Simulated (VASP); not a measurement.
# Li2Se (Fm-3m) in VASP: further runs, part 2 of 2

VASP 6.6.1. Earlier steps stand in the parts before.

### 4 Single point, HSE06

POSCAR reads:

```
Li2Se
1.0
    0.0000000000      2.9935210598      2.9935210598
    2.9935210598      0.0000000000      2.9935210598
    2.9935210598      2.9935210598      0.0000000000
Se Li
1 2
Direct
    0.0000000000      0.0000000000      0.0000000000
    0.2500000000      0.2500000000      0.2500000000
    0.7500000000      0.7500000000      0.7500000000
```

INCAR.step1 reads:

```
SYSTEM = Li2Se
PREC     = Accurate       ! precision mode
ENCUT    = 650            ! plane-wave cutoff, eV
EDIFF    = 1E-5           ! SCF threshold, eV
ISMEAR   = 0              ! smearing method
SIGMA    = 0.01           ! smearing width, eV
LREAL    = .False.        ! projectors in reciprocal space
LASPH    = .True.         ! aspherical terms in the spheres
NELM     = 120            ! most SCF steps
ALGO     = Normal         ! electronic algorithm
ISIF     = 2              ! what is computed and relaxed
LWAVE    = .True.         ! write WAVECAR
LCHARG   = .False.        ! write CHGCAR
NBANDS   = 13             ! bands
GGA      = PE             ! functional
GGA_COMPAT= .False.
```

INCAR.step2 reads:

```
SYSTEM = Li2Se
PREC     = Accurate       ! precision mode
ENCUT    = 650            ! plane-wave cutoff, eV
EDIFF    = 1E-6           ! SCF threshold, eV
ISMEAR   = 0              ! smearing method
SIGMA    = 0.01           ! smearing width, eV
LREAL    = .False.        ! projectors in reciprocal space
LASPH    = .True.         ! aspherical terms in the spheres
NELM     = 120            ! most SCF steps
ALGO     = Normal         ! electronic algorithm
ISIF     = 2              ! what is computed and relaxed
LWAVE    = .False.        ! write WAVECAR
LCHARG   = .False.        ! write CHGCAR
GGA      = PE             ! functional
LHFCALC  = .True.         ! exact exchange
HFSCREEN = 0.2079         ! screening, 1/A
PRECFOCK = Normal       
NBANDS   = 13             ! bands
ISTART   = 1            
GGA_COMPAT= .False.
```

KPOINTS reads:

```
regular mesh
0
Gamma
  4 4 4
  0 0 0
```

Potentials or basis: VASP PAW PBE potentials, release 64 (Se, Li_sv).

Command:

```sh
$ cat potpaw_PBE.64/Se/POTCAR potpaw_PBE.64/Li_sv/POTCAR > POTCAR
$ cp INCAR.step1 INCAR
$ mpirun -np 1 vasp_std > vasp.out
$ cp INCAR.step2 INCAR
$ mpirun -np 1 vasp_std > vasp.out
```

OUTCAR:

```text
SYSTEM = Li2Se
   PREC = Accurate
   ENCUT = 650
   EDIFF = 1E-6
   ISMEAR = 0
   LREAL = .False.
   LASPH = .True.
   NELM = 120
   ISIF = 2
   GGA = PE
   LHFCALC = .True.
   HFSCREEN = 0.2079
   PRECFOCK = Normal
   ISTART = 1

 ion  position               nearest neighbor table
   1  0.000  0.000  0.000-   3 2.59   3 2.59   3 2.59   2 2.59   3 2.59   2 2.59   2 2.59   2 2.59

   2  0.250  0.250  0.250-   1 2.59   1 2.59   1 2.59   1 2.59
   3  0.750  0.750  0.750-   1 2.59   1 2.59   1 2.59   1 2.59
[... 313 lines left out ...]

  FORCE on cell =-STRESS in cart. coord.  units (eV):
  Direction    XX          YY          ZZ          XY          YZ          ZX
  --------------------------------------------------------------------------------------
  -------------------------------------------------------------------------------------
  Total       -0.1605095     -0.1605095     -0.1605095     -0.0000000     -0.0000000     -0.0000000
  in kB       -4.7932977     -4.7932977     -4.7932977     -0.0000000     -0.0000000     -0.0000000
  external PRESSURE =      -4.7932977 kB  Pullay stress =       0.0000000 kB

 VOLUME and BASIS-vectors are now :
 -----------------------------------------------------------------------------
  energy-cutoff  :      650.00
  volume of cell :       53.65
      direct lattice vectors                 reciprocal lattice vectors
     0.000000000  2.993521060  2.993521060    -0.167027387  0.167027387  0.167027387
     2.993521060  0.000000000  2.993521060     0.167027387 -0.167027387  0.167027387
     2.993521060  2.993521060  0.000000000     0.167027387  0.167027387 -0.167027387

 POSITION                                       TOTAL-FORCE (eV/Angst)
 -----------------------------------------------------------------------------------
      0.00000      0.00000      0.00000        -0.000000     -0.000000     -0.000000
      1.49676      1.49676      1.49676         0.000000      0.000000     -0.000000
      4.49028      4.49028      4.49028         0.000000     -0.000000      0.000000
 -----------------------------------------------------------------------------------
    total drift:                                0.000000     -0.000000     -0.000000

  FREE ENERGIE OF THE ION-ELECTRON SYSTEM (eV)
  ---------------------------------------------------
  free  energy   TOTEN  =       -12.5553029570 eV

  energy  without entropy=      -12.5553029570  energy(sigma->0) =      -12.55530296
```

OSZICAR.step1:

```text
N       E                     dE             d eps       ncg     rms          rms(c)
DAV:   1     0.504427022046E+02    0.50443E+02   -0.60920E+03   208   0.102E+03
DAV:   2    -0.330163526124E+01   -0.53744E+02   -0.50819E+02   248   0.208E+02
DAV:   3    -0.111837161780E+02   -0.78821E+01   -0.78292E+01   391   0.479E+01
DAV:   4    -0.113016052274E+02   -0.11789E+00   -0.11787E+00   263   0.922E+00
DAV:   5    -0.113042718310E+02   -0.26666E-02   -0.26665E-02   314   0.110E+00    0.276E+00
DAV:   6    -0.111259667635E+02    0.17831E+00   -0.23946E-01   241   0.192E+00    0.170E+00
DAV:   7    -0.111112847086E+02    0.14682E-01   -0.12091E-01   277   0.148E+00    0.750E-01
DAV:   8    -0.111192504223E+02   -0.79657E-02   -0.16524E-02   249   0.726E-01    0.265E-01
DAV:   9    -0.111190590000E+02    0.19142E-03   -0.54330E-04   302   0.132E-01    0.142E-01
DAV:  10    -0.111193726044E+02   -0.31360E-03   -0.61634E-04   228   0.117E-01    0.608E-02
DAV:  11    -0.111193749573E+02   -0.23529E-05   -0.40755E-05   313   0.359E-02
   1 F= -.11119375E+02 E0= -.11119375E+02  d E =-.272733E-12
```

It took 9.9 min on 1 thread of Intel Xeon 8259CL, shared host; peak memory 0.33 GiB.

Results:

| Item | Value |
| --- | --- |
| Free energy | -12.5553 eV |
| Pressure | -0.5 GPa |
| Band gap on the k mesh | 3.83 eV (least direct gap 4.39 eV) |

Levels at points of the mesh, in eV from the valence-band top:
| k point | band 3 | band 4 | band 5 | band 6 | band 7 | band 8 | band 9 | band 10 |
| --- | --- | --- | --- | --- | --- | --- | --- | --- |
| (0.00, 0.00, 0.00) | -12.48 | 0.00 | 0.00 | 0.00 | 4.39 | 6.67 | 6.67 | 6.67 |
| (0.50, 0.00, 0.00) | -12.05 | -3.19 | -0.57 | -0.57 | 6.19 | 6.99 | 6.99 | 9.07 |
| (0.50, 0.50, 0.00) | -11.91 | -2.52 | -1.56 | -1.56 | 3.83 | 7.22 | 11.68 | 11.68 |

Caveat: the k points lie up to 0.45 Å⁻¹ apart; the PAW data sets were made with another functional, which shifts forces and pressure a little. A k mesh can miss the band edges.

### 5 The runs side by side

```csv
level,k mesh,cutoff (eV),grid for exact exchange (PRECFOCK),share of exact exchange,screening parameter,gap on the mesh (eV),pressure (GPa)
PBE,6 × 6 × 6,750,-,-,-,2.97,0.3
r2SCAN,4 × 4 × 4,830,-,-,-,3.45,-0.1
HSE06,4 × 4 × 4,650,Normal,0.25,0.2079 1/Å,3.83,-0.5
```

Alike in all rows: task single point; potentials or basis VASP PAW PBE potentials, release 64 (Se, Li_sv); no spin polarisation; cell as given; smearing gaussian 0.01 eV.

Caveats: some runs use coarse meshes; the PAW data sets were made with another functional, which shifts forces and pressure a little (at least some runs).

Total energies depend on the potentials used, so only differences within one code and one set of settings carry meaning.
